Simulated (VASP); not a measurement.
# PtSe2 (Cm) in VASP: single point with PBE

Aim: the single point of PtSe2 with PBE.

Program: VASP 6.6.1. These are calculated values, not measurements. Logs are shortened: lines on timing, memory, paths and dates and some standing lists are left out, and cuts for length are marked.

### 1 The cell of the first run

It takes space group Cm (No. 8, monoclinic). The conventional cell has a = 6.450 Å, b = 3.724 Å, c = 5.062 Å, α = 90.00°, β = 90.00°, γ = 90.00°. Within 3.1 Å of Pt (site symmetry m) lie 6 Se at 2.37 to 2.63 Å. Within 3.1 Å of Se (site symmetry m) lie 3 Pt at 2.37 to 2.56 Å. Within 3.2 Å of Se (site symmetry m) lie 3 Pt at 2.43 to 2.63 Å.

### 2 Single point, PBE

INCAR

```
ALGO = Normal
EDIFF = 1E-6
ENCUT = 520
GGA = PE
ISIF = 2
ISMEAR = 0
LASPH = True
LCHARG = True
LELF = True
LREAL = False
LVHAR = True
LWAVE = False
NBANDS = 18
NELM = 80
PREC = Accurate
SIGMA = 0.05
```

KPOINTS

```
k-points
0
Gamma
  9 9 6
```

POSCAR

```
PtSe2
1.0
    3.7240000000      0.0000000000      0.0000000000
   -1.8620000000      3.2250786037      0.0000000000
    0.0000000000      0.0000000000      5.0620000000
Pt Se
1 2
Direct
    0.0232552471      0.0465104943      0.0000000000
    0.3333333333      0.6666666667      0.2500000000
    0.6666666667      0.3333333333      0.7500000000
```

Potentials or basis: VASP PAW PBE potentials, release 64 (Pt, Se).

The run is started by

```console
$ cat potpaw_PBE.64/Pt/POTCAR potpaw_PBE.64/Se/POTCAR > POTCAR
$ mpirun -np 1 vasp_std > vasp.out
```

OUTCAR:

```text
EDIFF = 1E-6
   ENCUT = 520
   GGA = PE
   ISIF = 2
   ISMEAR = 0
   LASPH = True
   LREAL = False
   NELM = 80
   PREC = Accurate

 ion  position               nearest neighbor table
   1  0.023  0.047  0.000-   2 2.37   3 2.43   3 2.43   2 2.56   2 2.56   3 2.63
   2  0.333  0.667  0.250-   1 2.37   1 2.56   1 2.56
   3  0.667  0.333  0.750-   1 2.43   1 2.43   1 2.63

  LATTYP: Found a hexagonal cell.
 ALAT       =     3.7240000000
 C/A-ratio  =     1.3592910849

  Lattice vectors:

 A1 = (   3.7240000000,   0.0000000000,   0.0000000000)
 A2 = (  -1.8620000000,   3.2250786037,   0.0000000000)
 A3 = (   0.0000000000,   0.0000000000,   5.0620000000)

Analysis of symmetry for initial positions (statically):
=====================================================================
 Subroutine PRICEL returns:
 Original cell was already a primitive cell.

 Routine SETGRP: Setting up the symmetry group for a
 hexagonal supercell.

 Subroutine GETGRP returns: Found  2 space group operations
 (whereof  2 operations were pure point group operations)
 out of a pool of 24 trial point group operations.

The static configuration has the point symmetry C_1h.

Analysis of symmetry for dynamics (positions and initial velocities):
=====================================================================
 Subroutine PRICEL returns:
 Original cell was already a primitive cell.

 Routine SETGRP: Setting up the symmetry group for a
 hexagonal supercell.

 Subroutine GETGRP returns: Found  2 space group operations
 (whereof  2 operations were pure point group operations)
 out of a pool of 24 trial point group operations.

The dynamic configuration has the point symmetry C_1h.

 Subroutine INISYM returns: Found  2 space group operations
 (whereof  2 operations are pure point group operations),
 and found     1 'primitive' translations

----------------------------------------------------------------------------------------

                                     Primitive cell

  volume of cell :      60.7956

  direct lattice vectors                    reciprocal lattice vectors
     3.724000000  0.000000000  0.000000000     0.268528464  0.155034981  0.000000000
    -1.862000000  3.225078604  0.000000000     0.000000000  0.310069962  0.000000000
     0.000000000  0.000000000  5.062000000     0.000000000  0.000000000  0.197550375

  length of vectors
     3.724000000  3.724000000  5.062000000     0.310069962  0.310069962  0.197550375

  position of ions in fractional coordinates (direct lattice)
     0.023255247  0.046510494  0.000000000
     0.333333333  0.666666667  0.250000000
     0.666666667  0.333333333  0.750000000

  ion indices of the primitive-cell ions
   primitive index   ion index
                 1           1
                 2           2
                 3           3

----------------------------------------------------------------------------------------

 KPOINTS: k-points

Automatic generation of k-mesh.
 Grid dimensions read from file:
 generate k-points for:    9    9    6

 Generating k-lattice:

  Cartesian coordinates                     Fractional coordinates (reciprocal lattice)
     0.029836496  0.017226109  0.000000000     0.111111111  0.000000000  0.000000000
     0.000000000  0.034452218  0.000000000     0.000000000  0.111111111  0.000000000
     0.000000000  0.000000000  0.032925063     0.000000000  0.000000000  0.166666667

  Length of vectors
     0.034452218  0.034452218  0.032925063

  Shift w.r.t. Gamma in fractional coordinates (k-lattice)
     0.000000000  0.000000000  0.000000000

 Subroutine IBZKPT returns following result:
 ===========================================

 Found    140 irreducible k-points:

 Following reciprocal coordinates:
            Coordinates               Weight
  0.000000  0.000000  0.000000      1.000000
  0.111111 -0.000000  0.000000      4.000000
  0.000000  0.111111  0.000000      2.000000
  0.222222 -0.000000  0.000000      4.000000
  0.000000  0.222222  0.000000      2.000000
  0.333333 -0.000000  0.000000      4.000000
[... 16 lines left out ...]
 -0.222222 -0.444444  0.000000      4.000000
  0.444444  0.333333  0.000000      4.000000
 [... further k-points ...]
   k-points           NKPTS =    140   k-points in BZ     NKDIM =    140   number of bands    NBANDS=     18
   number of dos      NEDOS =    301   number of ions     NIONS =      3
   total plane-waves  NPLWV =  31360
   dimension x,y,z NGX =    28 NGY =   28 NGZ =   40
   dimension x,y,z NGXF=    56 NGYF=   56 NGZF=   80
   ions per type =               1   2
   NGX,Y,Z   is equivalent  to a cutoff of  12.50, 12.50, 13.14 a.u.
   NGXF,Y,Z  is equivalent  to a cutoff of  25.00, 25.00, 26.27 a.u.
 SYSTEM =  unknown system
   PREC   = accura    normal or accurate (medium, high low for compatibility)
   ISTART =      0    job   : 0-new  1-cont  2-samecut
   ICHARG =      2    charge: 1-file 2-atom 10-const
   ISPIN  =      1    spin polarized calculation?
   LNONCOLLINEAR =      F non collinear calculations
   LSORBIT =      F    spin-orbit coupling
   LASPH  =      T    aspherical Exc in radial PAW
   ENCUT  =  520.0 eV  38.22 Ry    6.18 a.u.   6.92  6.92  9.41*2*pi/ulx,y,z
   NELM   =     80;   NELMIN=  2; NELMDL= -5     # of ELM steps
   EDIFF  = 0.1E-05   stopping-criterion for ELM
   LREAL  =      F    real-space projection
   EDIFFG = 0.1E-04   stopping-criterion for IOM
   NSW    =      0    number of steps for IOM
   IBRION =     -1    ionic relax: 0-MD 1-quasi-New 2-CG
   NFREE  =      0    steps in history (QN), initial steepest desc. (CG)
   ISIF   =      2    stress and relaxation
   ISYM   =      2    0-nonsym 1-usesym 2-fastsym
   POTIM  = 0.5000    time-step for ionic-motion
   TEBEG  =    0.0;   TEEND  =   0.0 temperature during run
   PSTRESS=    0.0 pullay stress
   NELECT =      22.0000    total number of electrons
   NUPDOWN=      -1.0000    fix difference up-down
   EMIN   =  10.00;   EMAX   =-10.00  energy-range for DOS
   EFERMI =   0.00;   METHOD = LEGACY
   ISMEAR =     0;   SIGMA  =   0.05  broadening in eV -4-tet -1-fermi 0-gaus
   EFERMI_NEDOS =   21; number of points for ismear=-14 and -15
   IALGO  =     38    algorithm
   IMIX   =      4    mixing-type and parameters
     AMIX     =   0.40;   BMIX     =  1.00
     AMIX_MAG =   1.60;   BMIX_MAG =  1.00
  volume/ion in A,a.u.               =      20.27       136.76
  Fermi-wavevector in a.u.,A,eV,Ry     =   1.166608  2.204570 18.517184  1.360975
  Thomas-Fermi vector in A             =   2.303119
   LORBIT       =      0    0 simple, 1 ext, 2 COOP (PROOUT), +10 PAW based schemes
   GGA     = PE    functional components
   LHFCALC =     F    Hartree Fock is set to
   AEXX    =    0.0000 exact exchange contribution
   IVDW    =     0    specifies the selected vdW correction
   LEPSILON=     F    determine dielectric tensor
   LRPA    =     F    only Hartree local field effects (RPA)
 non-spin polarized calculation
 Gauss-broadening in eV      SIGMA  =   0.05
  energy-cutoff  :      520.00
  volume of cell :       60.80
 maximum number of plane-waves:      1650
   NGX = 13   NGY = 13   NGZ = 19

 number of electron      21.9999999 magnetization

 Free energy of the ion-electron system (eV)
  ---------------------------------------------------
  ext. energy  EPLUGINS =         0.00000000
  ---------------------------------------------------
  free energy    TOTEN  =       -14.00178467 eV

  energy without entropy =      -14.00127211  energy(sigma->0) =      -14.00152839

 E-fermi :   6.5661     XC(G=0): -10.6302

 val. band max:        6.5421073703   @ k =   0.3333   0.3333   0.0000
 cond. band min:       6.5899564335   @ k =   0.0000   0.1111   0.1667
 fundamental gap:      0.0478490633
 Fermi energy:         6.5660772427

 k-point     1 :       0.0000    0.0000    0.0000
  band No.  band energies     occupation
      1      -9.1910      2.00000
      2      -6.4011      2.00000
      3      -0.6871      2.00000
      4       0.0371      2.00000
      5       0.0508      2.00000
      6       2.3359      2.00000
[... 10 lines left out ...]
     17      13.9286      0.00000
     18      18.2539      0.00000

 k-point     2 :       0.1111   -0.0000    0.0000
  band No.  band energies     occupation
      1      -9.0533      2.00000
      2      -6.4600      2.00000
      3      -0.5238      2.00000
      4       0.0378      2.00000
      5       0.2307      2.00000
      6       2.0606      2.00000
[... 10 lines left out ...]
     17      14.3905      0.00000
     18      16.5509      0.00000

 k-point     3 :       0.0000    0.1111    0.0000
  band No.  band energies     occupation
      1      -9.0533      2.00000
      2      -6.4617      2.00000
      3      -0.5258      2.00000
      4       0.1233      2.00000
      5       0.1509      2.00000
      6       2.1706      2.00000
[... 10 lines left out ...]
     17      14.2977      0.00000
     18      16.5460      0.00000

 k-point     4 :       0.2222   -0.0000    0.0000
  band No.  band energies     occupation
      1      -8.6658      2.00000
      2      -6.6161      2.00000
      3      -0.1042      2.00000
      4       0.2369      2.00000
      5       0.5176      2.00000
      6       1.4597      2.00000
[... 375 lines left out ...]
      4       0.4102      2.00000
      5       0.7565      2.00000
      6       1.5816      2.00000
[... 10 lines left out ...]
     17      15.5410      0.00000
     18      16.4146      0.00000

 k-point    23 :      -0.2222   -0.4444    0.0000
  band No.  band energies     occupation
      1      -7.4050      2.00000
      2      -7.0926      2.00000
      3      -0.4901      2.00000
      4       0.4036      2.00000
      5       0.8516      2.00000
      6       1.4874      2.00000
[... 10 lines left out ...]
     17      15.5723      0.00000
     18      16.3718      0.00000

 k-point    24 :       0.4444    0.3333    0.0000
  band No.  band energies     occupation
      1      -7.4074      2.00000
      2      -7.0846      2.00000
      3      -0.4440      2.00000
      4       0.3806      2.00000
      5       0.7140      2.00000
      6       1.5483      2.00000
[... 10 lines left out ...]
     17      15.5364      0.00000
     18      16.4309      0.00000

 [... further k-points ...]
[... 5 lines left out ...]
  --------------------------------------------------------------------------------------
  -------------------------------------------------------------------------------------
  Total        3.4174238      3.7957573      2.7769241      0.0000000      0.4806013      0.0000000
  in kB       90.0611117    100.0315289     73.1816979      0.0000000     12.6655323      0.0000000
  external PRESSURE =      87.7581129 kB  Pullay stress =       0.0000000 kB

 VOLUME and BASIS-vectors are now :
 -----------------------------------------------------------------------------
  energy-cutoff  :      520.00
  volume of cell :       60.80
      direct lattice vectors                 reciprocal lattice vectors
     3.724000000  0.000000000  0.000000000     0.268528464  0.155034981  0.000000000
    -1.862000000  3.225078604  0.000000000     0.000000000  0.310069962  0.000000000
     0.000000000  0.000000000  5.062000000     0.000000000  0.000000000  0.197550375

 POSITION                                       TOTAL-FORCE (eV/Angst)
 -----------------------------------------------------------------------------------
     -0.00000      0.15000      0.00000         0.000000     -2.468965     -0.051747
     -0.00000      2.15005      1.26550        -0.000000      1.417584      0.777979
      1.86200      1.07503      3.79650         0.000000      1.051381     -0.726232
 -----------------------------------------------------------------------------------
    total drift:                                0.000000     -0.000252     -0.000010

  FREE ENERGIE OF THE ION-ELECTRON SYSTEM (eV)
  ---------------------------------------------------
  free  energy   TOTEN  =       -14.0017846706 eV

  energy  without entropy=      -14.0012721101  energy(sigma->0) =      -14.00152839
```

It took 49 s on 1 thread of Intel Xeon 6975P-C (Granite Rapids), shared host; peak memory 0.29 GiB.

Results:

```yaml
Free_energy: -14.0018 eV
Pressure: 8.8 GPa
Largest_force: 2.470 eV/Å
Band_gap_on_the_k_mesh: zero (band 11 reaches 6.74 eV, above the bottom of band 12 at 6.54 eV)
```

Forces on the atoms (eV/Å):
```
Pt   0.000 -2.469 -0.052
Se   0.000  1.418  0.778
Se   0.000  1.051 -0.726
```

Stress tensor (GPa, compression positive):
```
 9.01  0.00  0.00
 0.00 10.00  1.27
 0.00  1.27  7.32
```

Caveat: spin-orbit coupling is left out, which moves the levels of the heavy elements; forces of over 1 eV/Å act on the atoms, so gaps and moduli don't describe the material at rest.
